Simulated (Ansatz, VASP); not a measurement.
# CdF2 in VASP and in Ansatz

```xyz
3
Lattice="0.0000 2.7407 2.7407 2.7407 0.0000 2.7407 2.7407 2.7407 0.0000" Properties=species:S:1:pos:R:3 pbc="T T T"
Cd    0.0000    0.0000    0.0000
F     1.3704    1.3704    1.3704
F     4.1111    4.1111    4.1111
```

Alike in both runs: task single point; functional HSE06; k mesh 6 × 6 × 6; occupations gaussian, width 0.02 eV; no spin polarisation.

|  | VASP | Ansatz |
| --- | --- | --- |
| version | VASP 6.6.1 | Ansatz 0.2.0 |
| potentials or method | VASP PAW PBE potentials, release 64 (Cd, F), cutoff 520 eV | scalar-relativistic, plane waves, PAW |
| valence electrons in the cell | 26 | 34 |

VASP gave:

| Item | Value |
| --- | --- |
| gap on the k mesh at the Fermi level (eV) | 4.98 |
| least direct gap on the mesh (eV) | 5.60 |
| pressure (GPa) | -2.7 |

What did Ansatz give for the same quantities?

gap on the k mesh at the Fermi level (eV): 5.02; least direct gap on the mesh (eV): 5.65; pressure (GPa): -3.3.

With one functional, cell and mesh, what is left measures potentials, basis and numerics. VASP's potentials hold 26 valence electrons a cell and Ansatz's 34, so a difference there can come from the potentials and not from the codes. Ansatz's warnings: stress exchange threshold loose, stress scf threshold loose.
